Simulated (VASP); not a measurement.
# HC6 in VASP: notebook, part 2 of 2

VASP 6.6.1.

## Step 5: Single point, LDA

INCAR reads:

```
PREC = Accurate
ENCUT = 520
EDIFF = 1E-6
ISMEAR = 0
SIGMA = 0.1
LREAL = F
LASPH = T
NELM = 60
ALGO = Normal
ISIF = 2
LWAVE = F
LCHARG = F
LDIPOL = T
IDIPOL = 3
DIPOL = 0.5 0.5 0.303
NBANDS = 38
```

KPOINTS reads:

```
regular mesh
0
Gamma
  6 3 1
```

POSCAR reads:

```
HC6
1.0
    4.8895256614      0.0000000000      0.0000000000
   -1.2223814153      8.7849592876      0.0000000000
    0.0000000000      0.0000000000     22.7474729025
C H
12 2
Direct
    0.0193612757      0.0774451030      0.1758437088
    0.5193612758      0.0774451030      0.1758437088
    0.2742015947      0.0968063788      0.2059542860
    0.7742015947      0.0968063788      0.2059542860
    0.2838822326      0.1355289303      0.2661754406
    0.7838822326      0.1355289303      0.2661754406
    0.0386279421      0.1545151615      0.2955067254
    0.5386279421      0.1545151615      0.2955067254
    0.0488684834      0.1954807970      0.3583587359
    0.5488684834      0.1954807970      0.3583587359
    0.3031723044      0.2126952264      0.3845470194
    0.8031723044      0.2126952264      0.3845470194
    0.0488684834      0.1289050446      0.4324644300
    0.0488684834      0.2620565494      0.4324644300
```

Potentials or basis: VASP PAW LDA potentials, release 64 (C, H).

The run is started by

```console
cat potpaw_LDA.64/C/POTCAR potpaw_LDA.64/H/POTCAR > POTCAR
mpirun -np 1 vasp_std > vasp.out
```

OUTCAR:

```text
PREC = Accurate
   ENCUT = 520
   EDIFF = 1E-6
   ISMEAR = 0
   LREAL = F
   LASPH = T
   NELM = 60
   ISIF = 2

 ion  position               nearest neighbor table
   1  0.019  0.077  0.176-   4 1.41   3 1.41
   2  0.519  0.077  0.176-   4 1.41   3 1.41
   3  0.274  0.097  0.206-   2 1.41   1 1.41   5 1.41
   4  0.774  0.097  0.206-   1 1.41   2 1.41   6 1.41
   5  0.284  0.136  0.266-   8 1.40   7 1.40   3 1.41
   6  0.784  0.136  0.266-   7 1.40   8 1.40   4 1.41
   7  0.039  0.155  0.296-   6 1.40   5 1.40   9 1.47
   8  0.539  0.155  0.296-   5 1.40   6 1.40  10 1.47
   9  0.049  0.195  0.358-  12 1.37  11 1.37   7 1.47
  10  0.549  0.195  0.358-  11 1.37  12 1.37   8 1.47
  11  0.303  0.213  0.385-  10 1.37   9 1.37
  12  0.803  0.213  0.385-   9 1.37  10 1.37
  13  0.049  0.129  0.432-
  14  0.049  0.262  0.432-

  LATTYP: Found a simple monoclinic cell.
 ALAT       =     4.8895256614
 B/A-ratio  =     4.6522862293
 C/A-ratio  =     1.8139991911
 COS(beta)  =    -0.1378170405

  Lattice vectors:

 A1 = (   4.8895256614,   0.0000000000,   0.0000000000)
 A2 = (   0.0000000000,   0.0000000000, -22.7474729025)
 A3 = (  -1.2223814153,   8.7849592876,   0.0000000000)

Analysis of symmetry for initial positions (statically):
=====================================================================
 Subroutine PRICEL returns:
 Original cell was already a primitive cell.

 Routine SETGRP: Setting up the symmetry group for a
 simple monoclinic supercell.

 Subroutine GETGRP returns: Found  1 space group operations
 (whereof  1 operations were pure point group operations)
 out of a pool of  4 trial point group operations.

The static configuration has the point symmetry C_1 .

Analysis of symmetry for dynamics (positions and initial velocities):
[... 158 lines left out ...]
 dipolmoment           0.000000      0.000000      0.122866 electrons x Angstroem

 number of electron      49.9999997 magnetization

 dipolmoment           0.000000      0.000000     -0.316287 electrons x Angstroem

 Free energy of the ion-electron system (eV)
  ---------------------------------------------------
  ext. energy  EPLUGINS =         0.00000000
  ---------------------------------------------------
  free energy    TOTEN  =      -113.39701964 eV

  energy without entropy =     -113.31000596  energy(sigma->0) =     -113.35351280

 E-fermi :  -4.3676     XC(G=0):  -1.9016

 val. band max:       -4.3779937092   @ k =   0.1667   0.3333   0.0000
 cond. band min:      -4.3415843971   @ k =   0.0000   0.0000   0.0000
 fundamental gap:      0.0364093121
 Fermi energy:        -4.3676190246

 k-point     1 :       0.0000    0.0000    0.0000
  band No.  band energies     occupation
      1     -23.1269      2.00000
      2     -21.6071      2.00000
      3     -19.2699      2.00000
      4     -18.8687      2.00000
      5     -18.8461      2.00000
      6     -17.3505      2.00000
[... 389 lines left out ...]
     36       1.3419      0.00000
     37       1.5914      0.00000
 [bands above 37 left out]

------------------------ aborting loop because EDIFF is reached ----------------------------------------

 vacuum level on the upper side and lower side of the slab       (xc-potential included)        -0.689         0.619

  FORCE on cell =-STRESS in cart. coord.  units (eV):
  Direction    XX          YY          ZZ          XY          YZ          ZX
  --------------------------------------------------------------------------------------
  -------------------------------------------------------------------------------------
  Total       -0.1030066     -2.2498236      4.3500704     -1.1637557      1.0329502     -0.2400602
  in kB       -0.1689025     -3.6890914      7.1329180     -1.9082391      1.6937540     -0.3936326
  external PRESSURE =       1.0916414 kB  Pullay stress =       0.0000000 kB

 VOLUME and BASIS-vectors are now :
 -----------------------------------------------------------------------------
  energy-cutoff  :      520.00
  volume of cell :      977.10
      direct lattice vectors                 reciprocal lattice vectors
     4.889525661  0.000000000  0.000000000     0.204518816  0.028457730  0.000000000
    -1.222381415  8.784959288  0.000000000     0.000000000  0.113830920  0.000000000
     0.000000000  0.000000000 22.747472903     0.000000000  0.000000000  0.043960927

 POSITION                                       TOTAL-FORCE (eV/Angst)
 -----------------------------------------------------------------------------------
     -0.00000      0.68035      4.00000         0.001270      0.422658      1.979323
      2.44476      0.68035      4.00000         0.006103      0.550620      1.888563
      1.22238      0.85044      4.68494         0.025602     -0.829012     -3.242192
      3.66714      0.85044      4.68494        -0.034757     -0.871490     -3.272720
      1.22238      1.19062      6.05482         0.013587      0.193494      0.940592
      3.66714      1.19062      6.05482        -0.004479      0.241410      0.969291
     -0.00000      1.35741      6.72203         0.003834      0.651313      0.700204
      2.44476      1.35741      6.72203        -0.001945      0.322375      0.758049
     -0.00001      1.71729      8.15176        -0.057302     -0.920823     -5.218058
      2.44475      1.71729      8.15176         0.111547     -0.372837     -0.976058
      1.22237      1.86852      8.74747        -1.674771     -0.680950      2.381276
      3.66714      1.86852      8.74747         1.777368      0.260549      2.384630
      0.08137      1.13243      9.83747         0.920297      2.210735      0.182148
     -0.08139      2.30216      9.83747        -1.086354     -1.178042      0.524952
 -----------------------------------------------------------------------------------
    total drift:                                0.000585      0.000410     -0.000277

  FREE ENERGIE OF THE ION-ELECTRON SYSTEM (eV)
  ---------------------------------------------------
  free  energy   TOTEN  =      -113.3970196375 eV

  energy  without entropy=     -113.3100059577  energy(sigma->0) =     -113.35351280

 vacuum level on the upper side and lower side of the slab         0.517         1.851
```

OSZICAR:

```text
N       E                     dE             d eps       ncg     rms          rms(c)
DAV:   1     0.415169349604E+03    0.41517E+03   -0.16528E+04   880   0.904E+02
DAV:   2    -0.237312863440E+02   -0.43890E+03   -0.40779E+03  1192   0.201E+02
DAV:   3    -0.119097726187E+03   -0.95366E+02   -0.94379E+02   960   0.103E+02
DAV:   4    -0.123042844315E+03   -0.39451E+01   -0.39156E+01   908   0.284E+01
[... 22 lines left out ...]
DAV:  27    -0.113397010708E+03   -0.95409E-05   -0.19884E-06   630   0.299E-03    0.246E-03
DAV:  28    -0.113397015249E+03   -0.45413E-05   -0.81116E-07   670   0.185E-03    0.207E-03
DAV:  29    -0.113397017972E+03   -0.27224E-05   -0.27613E-07   656   0.129E-03    0.840E-04
DAV:  30    -0.113397019220E+03   -0.12478E-05   -0.83798E-08   644   0.747E-04    0.334E-04
DAV:  31    -0.113397019638E+03   -0.41786E-06   -0.26008E-08   710   0.440E-04
   1 F= -.11339702E+03 E0= -.11335351E+03  d E =-.870137E-01
```

Wall time 29 min (1 thread of Intel Xeon 8259CL, shared host); peak memory 0.79 GiB.

Results:

| Quantity | Value |
| --- | --- |
| Free energy | -113.3970 eV |
| Largest force | 5.299 eV/Å |
| Band gap on the k mesh | zero (bands 25 and 26 overlap by 0.01 eV) |

Forces on the atoms (eV/Å):
```
C    0.001  0.423  1.979
C    0.006  0.551  1.889
C    0.026 -0.829 -3.242
C   -0.035 -0.871 -3.273
C    0.014  0.193  0.941
C   -0.004  0.241  0.969
C    0.004  0.651  0.700
C   -0.002  0.322  0.758
C   -0.057 -0.921 -5.218
C    0.112 -0.373 -0.976
C   -1.675 -0.681  2.381
C    1.777  0.261  2.385
H    0.920  2.211  0.182
H   -1.086 -1.178  0.525
```

## Step 6: Overview

```csv
cell,gap on the mesh (eV),largest force (eV/Å)
"as given, atomic positions A",0.04,3.24
"as given, atomic positions B",0.04,3.32
"as given, atomic positions C",none,10.69
"as given, atomic positions D",none,5.30
```

Alike in all rows: task single point; level LDA; potentials or basis VASP PAW LDA potentials, release 64 (C, H); no spin polarisation; k mesh 6 × 3 × 1; cutoff (eV) 520; smearing gaussian 0.1 eV.

Absolute energies hang on the potentials; compare differences alone.

The gap in the log of VASP goes by the Fermi energy; the results here count the filled bands.